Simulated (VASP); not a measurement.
# Be24NO in VASP: a series of runs, part 4 of 4

VASP 6.6.1. The steps go on from the part before.

### 5 Single point, PBE, collinear spin, ferromagnetic start

Input file INCAR:

```
SYSTEM = Be24NO
  PREC = Accurate
  ENCUT = 520
  EDIFF = 1E-6
  ISMEAR = 0
  SIGMA = 0.1
  LREAL = .FALSE.
  LASPH = .TRUE.
  NELM = 200
  ALGO = Normal
  ISIF = 2
  LWAVE = .FALSE.
  LCHARG = .FALSE.
  ISPIN = 2
  MAGMOM = 0 0 0 0 0 0 0 0 0 0 0 0 0 0 0 0 0 0 0 0 0 0 0 0 1 0
  LORBIT = 11
  LDIPOL = .TRUE.
  IDIPOL = 3
  DIPOL = 0.5 0.5 0.293
  GGA = PE
  NBANDS = 52
  GGA_COMPAT = .FALSE.
  NELMDL = -8
  KPAR = 4
```

Input file KPOINTS:

```
Automatic mesh
0
G
  6 4 1
  0 0 0
```

Input file POSCAR:

```
Be24NO
1.0
    4.5254381411      0.0000000000      0.0000000000
    0.0000000000      7.1336190820      0.0000000000
    0.0000000000      0.0000000000     22.3685529248
Be N O
24 1 1
Direct
    0.0000000000      0.3750000000      0.1788224752
    0.0000000000      0.8750000000      0.1788224752
    0.5000000000      0.3750000000      0.1788224752
    0.5000000000      0.8750000000      0.1788224752
    0.2500000000      0.1250000000      0.2080237711
    0.2500000000      0.6250000000      0.2080237711
    0.7500000000      0.1250000000      0.2080237711
    0.7500000000      0.6250000000      0.2080237711
    0.2500000000      0.3750000000      0.2664263628
    0.2500000000      0.8750000000      0.2664263628
    0.7500000000      0.3750000000      0.2664263628
    0.7500000000      0.8750000000      0.2664263628
    0.0000000000      0.1250000000      0.2903069137
    0.0000000000      0.6250000000      0.2903069137
    0.5000000000      0.1250000000      0.2903069137
    0.5000000000      0.6250000000      0.2903069137
    0.0000000000      0.3750000000      0.3546814205
    0.0000000000      0.8750000000      0.3546814205
    0.5000000000      0.3750000000      0.3546814205
    0.5000000000      0.8750000000      0.3546814205
    0.2500000000      0.1250000000      0.3741213369
    0.2500000000      0.6250000000      0.3741213369
    0.7500000000      0.1250000000      0.3741213369
    0.7500000000      0.6250000000      0.3741213369
    0.7500000000      0.4583333333      0.4331327537
    0.7861514845      0.4944848178      0.4840878816
```

Potentials or basis: VASP PAW PBE potentials, release 64 (Be, N, O).

Started as:

```sh
$ cat potpaw_PBE.64/Be/POTCAR potpaw_PBE.64/N/POTCAR potpaw_PBE.64/O/POTCAR > POTCAR
$ mpirun -np 4 vasp_std > vasp.out
```

OUTCAR:

```text
SYSTEM = Be24NO
   PREC = Accurate
   ENCUT = 520
   EDIFF = 1E-6
   ISMEAR = 0
   LREAL = .FALSE.
   LASPH = .TRUE.
   NELM = 200
   ISIF = 2
   ISPIN = 2
   LORBIT = 11
   GGA = PE
   NELMDL = -8

 ion  position               nearest neighbor table
   1  0.000  0.375  0.179-   5 2.21   6 2.21   7 2.21   8 2.21   9 2.26  11 2.26   3 2.26   3 2.26

   2  0.000  0.875  0.179-   5 2.21   6 2.21   7 2.21   8 2.21  10 2.26  12 2.26   4 2.26   4 2.26

   3  0.500  0.375  0.179-   5 2.21   6 2.21   7 2.21   8 2.21   9 2.26  11 2.26   1 2.26   1 2.26
[... 39 lines left out ...]
  23  0.750  0.125  0.374-  17 2.16  18 2.16  19 2.16  20 2.16  13 2.19  15 2.19  21 2.26  21 2.26

  24  0.750  0.625  0.374-  25 1.78  18 2.16  19 2.16  20 2.16  17 2.16  16 2.19  14 2.19  22 2.26
                            22 2.26
  25  0.750  0.458  0.433-  26 1.18  24 1.78
  26  0.786  0.494  0.484-  25 1.18
[... 1534 lines left out ...]
      3.39408      3.26958      9.68855        -0.468774      0.859386     -3.530680
      3.55768      3.52747     10.82835         0.356748     -0.307554      3.112067
 -----------------------------------------------------------------------------------
    total drift:                                0.000332      0.000196     -0.000281

  FREE ENERGIE OF THE ION-ELECTRON SYSTEM (eV)
  ---------------------------------------------------
  free  energy   TOTEN  =       -95.6724752083 eV

  energy  without entropy=      -95.6427294490  energy(sigma->0) =      -95.65760233

 vacuum level on the upper side and lower side of the slab         3.659         2.927

 total charge

# of ion       s       p       d       tot
------------------------------------------
    1        0.412   0.603   0.000   1.016
    2        0.414   0.603   0.000   1.017
    3        0.415   0.601   0.000   1.016
    4        0.413   0.602   0.000   1.015
    5        0.420   0.739   0.000   1.159
    6        0.421   0.738   0.000   1.159
[... 18 lines left out ...]
   25        1.293   2.441   0.000   3.733
   26        1.609   3.468   0.000   5.078
--------------------------------------------------
tot         12.980  23.021   0.000  36.001

 magnetization (x)

# of ion       s       p       d       tot
------------------------------------------
    1       -0.000  -0.000   0.000  -0.000
    2        0.000   0.000   0.000   0.000
    3       -0.000  -0.000   0.000  -0.000
    4       -0.000   0.000   0.000  -0.000
    5        0.000   0.000   0.000   0.000
    6       -0.000   0.000   0.000   0.000
[... 18 lines left out ...]
   25        0.000   0.003   0.000   0.003
   26        0.000   0.004   0.000   0.004
--------------------------------------------------
tot          0.000   0.007   0.000   0.008
```

stdout:

```text
POSCAR found type information on POSCAR BeN O
 POSCAR found :  3 types and      26 ions
 scaLAPACK will be used
 -----------------------------------------------------------------------------
|                                                                             |
|                                                                             |
|     You have a (more or less) 'large supercell' and for larger cells it     |
|     might be more efficient to use real-space projection operators.         |
|     Therefore, try LREAL= Auto in the INCAR file.                           |
|     Mind: For very accurate calculation, you might also keep the            |
|     reciprocal projection scheme (i.e. LREAL=.FALSE.).                      |
|                                                                             |
 -----------------------------------------------------------------------------

 LDA part: xc-table for (Slater+PW92), standard interpolation
 POSCAR, INCAR and KPOINTS ok, starting setup
 FFT: planning ... GRIDC
 FFT: planning ... GRID_SOFT
 FFT: planning ... GRID
 WAVECAR not read
 entering main loop
```

It took 18 min on 4 MPI ranks of Intel Xeon Platinum 8488C (Sapphire Rapids), shared host; peak memory 1.4 GiB.

What came out:

* Free energy: -95.6725 eV
* Largest force: 3.664 eV/Å
* Net moment: 0.01 μB per cell
* Valence electrons inside the program's atomic spheres: Be 1.02, 1.01, 1.16, 1.17, 1.18, 1.21, 1.14, 1.12, 1.08, 1.07, 1.19 (each value once); N 3.73; O 5.08

Forces on the atoms (eV/Å):
```
Be  -0.016 -0.014  0.512
Be   0.028  0.014  0.452
Be   0.026 -0.022  0.512
Be  -0.018  0.001  0.461
Be  -0.007  0.005 -0.768
Be  -0.003  0.017 -0.762
Be   0.011  0.050 -0.731
Be   0.009 -0.074 -0.582
Be  -0.051 -0.054 -0.010
Be   0.026 -0.006  0.224
Be   0.012  0.000  0.385
Be  -0.010  0.000  0.104
Be   0.024 -0.003  0.050
Be  -0.050 -0.033  0.117
Be  -0.012 -0.019  0.029
Be   0.120 -0.067  0.225
Be   0.478 -0.293 -0.016
Be  -0.003  0.110 -0.015
Be  -0.454 -0.371  0.083
Be  -0.022  0.105 -0.003
Be   0.022  0.071 -0.035
Be   0.021  0.075 -0.340
Be   0.010 -0.108  0.104
Be  -0.025  0.066  0.422
N   -0.469  0.859 -3.531
O    0.357 -0.308  3.112
```

Caveat: the standard files for N, O and F lose accuracy on very short bonds.

### 6 Single point, PBE, collinear spin, ferromagnetic start

Input file INCAR:

```
ALGO     = Normal         # electronic algorithm
DIPOL    = 0.5 0.5 0.291
EDIFF    = 1E-6           # SCF threshold, eV
ENCUT    = 520            # plane-wave cutoff, eV
GGA      = PE             # functional
GGA_COMPAT= False        
IDIPOL   = 3            
ISIF     = 2              # what is computed and relaxed
ISMEAR   = 0              # smearing method
ISPIN    = 2              # spin polarisation
KPAR     = 4            
LASPH    = True           # aspherical terms in the spheres
LCHARG   = False          # write CHGCAR
LDIPOL   = True         
LORBIT   = 11             # projections on sites
LREAL    = False          # projectors in reciprocal space
LWAVE    = False          # write WAVECAR
MAGMOM   = 0 0 0 0 0 0 0 0 0 0 0 0 0 0 0 0 0 0 0 0 0 0 0 0 1 0 # initial moments
NBANDS   = 52             # bands
NELM     = 200            # most SCF steps
NELMDL   = -8           
PREC     = Accurate       # precision mode
SIGMA    = 0.1            # smearing width, eV
```

Input file KPOINTS:

```
k-points
0
Gamma
  6 4 1
```

POSCAR: that of step 5 with these lines changed.

```diff
@@ -32,3 +32,3 @@
     0.7500000000      0.6250000000      0.3741213369
-    0.7500000000      0.4583333333      0.4331327537
-    0.7861514845      0.4944848178      0.4840878816
+    0.7500000000      0.4583333333      0.4134622814
+    0.8198393050      0.5281726383      0.4591473993
```

Potentials or basis: VASP PAW PBE potentials, release 64 (Be, N, O).

Started as:

```sh
$ cat potpaw_PBE.64/Be/POTCAR potpaw_PBE.64/N/POTCAR potpaw_PBE.64/O/POTCAR > POTCAR
$ mpirun -np 4 vasp_std > vasp.out
```

It took 13 min on 4 MPI ranks of Intel Xeon Platinum 8559C (Emerald Rapids), shared host; peak memory 1.4 GiB.

Results (log left out):

```yaml
Free_energy: -94.9977 eV
Largest_force: 8.556 eV/Å
Net_moment: 0.16 μB per cell
Site_moments: Be +0.00, +0.01, -0.00 (each value once); N +0.04; O +0.04 μB
Valence_electrons_inside_the_program's_atomic_spheres: Be 1.02, 1.01, 1.16, 1.18, 1.21, 1.22, 1.23, 1.20, 1.14, 1.08, 1.06, 1.07, 1.44 (each value once); N 3.92; O 5.12
```

Forces in eV/Å, atoms in the order of the input:
```
Be  -0.048  0.025  0.479
Be   0.062 -0.003  0.393
Be   0.070 -0.028  0.517
Be  -0.051  0.072  0.436
Be  -0.025 -0.032 -0.704
Be  -0.035 -0.058 -0.732
Be   0.032  0.059 -0.578
Be   0.046 -0.061 -0.708
Be  -0.082  0.114 -0.017
Be   0.040 -0.025  0.283
Be   0.030  0.092  0.332
Be  -0.034  0.069 -0.046
Be   0.038 -0.013  0.091
Be   0.041 -0.021  0.032
Be  -0.027 -0.105  0.029
Be   0.060 -0.013 -0.051
Be   0.346  0.004 -0.052
Be   0.142  0.011  0.089
Be  -0.310  0.132  0.914
Be  -0.185  0.098 -0.048
Be  -0.023 -0.086 -0.117
Be   0.232  0.344 -0.602
Be   0.048 -0.185  0.175
Be   0.044  3.481 -2.428
N   -2.340 -6.379 -5.200
O    1.929  2.506  7.513
```

Levels at points of the mesh, in eV from the Fermi level:
Spin up:
| k point | band 28 | band 29 | band 30 | band 31 | band 32 | band 33 |
| --- | --- | --- | --- | --- | --- | --- |
| (0.00, 0.00, 0.00) | -0.70 | -0.25 | -0.19 | 0.33 | 0.79 | 0.83 |
| (0.50, 0.00, 0.00) | 0.08 | 0.32 | 0.73 | 1.08 | 1.29 | 1.31 |
| (0.00, 0.50, 0.00) | -1.02 | -0.87 | -0.14 | -0.01 | 0.56 | 1.00 |
| (0.50, 0.50, 0.00) | -0.51 | -0.42 | 0.12 | 0.31 | 0.38 | 0.91 |
Spin down:
```csv
k point,band 26,band 27,band 28,band 29,band 30,band 31,band 32,band 33,band 34,band 35
"(0.00, 0.00, 0.00)",-1.66,-0.97,-0.64,-0.21,-0.17,0.35,0.81,0.84,1.37,1.85
"(0.50, 0.00, 0.00)",-1.17,-0.63,0.14,0.34,0.75,1.09,1.30,1.31,1.38,1.57
"(0.00, 0.50, 0.00)",-1.28,-1.12,-1.02,-0.84,-0.07,0.04,0.59,1.01,1.43,1.94
"(0.50, 0.50, 0.00)",-0.90,-0.62,-0.50,-0.40,0.13,0.31,0.39,0.97,1.16,2.52
```

Caveat: the standard files for N, O and F lose accuracy on very short bonds.

### 7 Summary

| cell | gap on the mesh (eV) | moment (μB) | largest force (eV/Å) |
| --- | --- | --- | --- |
| as given, atomic positions A | none | 0.23 | 4.47 |
| as given, atomic positions B | none | 0.00 | 1.59 |
| as given, atomic positions C | none | 0.00 | 7.68 |
| as given, atomic positions D | none | 0.01 | 3.66 |
| as given, atomic positions E | none | 0.16 | 8.56 |

Alike in all rows: task single point; level PBE; potentials or basis VASP PAW PBE potentials, release 64 (Be, N, O); spin collinear, ferromagnetic start; k mesh 6 × 4 × 1; cutoff (eV) 520; smearing gaussian 0.1 eV.

Caveats: the standard files for N, O and F lose accuracy on very short bonds.

Absolute energies hang on the potentials; compare differences alone.
